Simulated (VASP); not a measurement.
LiY3: single point with r2SCAN

LiY3:

```xyz
4
Lattice="0.0000 3.9400 3.9400 3.9400 0.0000 3.9400 3.9400 3.9400 0.0000" Properties=species:S:1:pos:R:3 pbc="T T T"
Li    0.0000    0.0000    0.0000
Y     1.9700    1.9700    1.9700
Y     5.9100    5.9100    5.9100
Y     3.9400    3.9400    3.9400
```

This cell differs from its parent crystal: strained.

```
Program                : VASP 6.6.1
Task                   : single point
Functional             : r2SCAN
Potentials or basis    : VASP PAW PBE potentials, release 64 (Li_sv, Y_sv)
Cutoff                 : 520 eV
k mesh                 : 10 × 10 × 10
Occupations            : gaussian, width 0.1 eV
Spin                   : no spin polarisation
Dipole correction      : no
Further INCAR settings : ALGO = Normal; EDIFF = 1e-07; NBANDS = 26
```

```yaml
Band_gap_on_the_k_mesh: zero (bands 18 and 19 overlap by 0.86 eV)
```

Levels at points of the mesh, in eV from the Fermi level:
| k point | band 14 | band 15 | band 16 | band 17 | band 18 | band 19 | band 20 | band 21 | band 22 | band 23 |
| --- | --- | --- | --- | --- | --- | --- | --- | --- | --- | --- |
| (0.00, 0.00, 0.00) | -4.78 | -0.98 | -0.98 | -0.43 | -0.43 | -0.43 | 0.54 | 0.54 | 0.54 | 3.59 |
| (0.50, 0.00, 0.00) | -2.96 | -2.34 | -0.77 | -0.77 | 0.09 | 0.36 | 0.36 | 0.52 | 0.52 | 1.59 |
| (0.50, 0.50, 0.00) | -2.45 | -1.90 | -1.52 | -1.40 | 0.43 | 0.50 | 0.50 | 0.64 | 0.64 | 1.63 |

Run time: 15 min on 1 thread of Intel(R) Xeon(R) 6975P-C (Granite Rapids), on a shared host, peak memory 0.39 GiB.

Caveat: the cell differs from its parent crystal (strained).
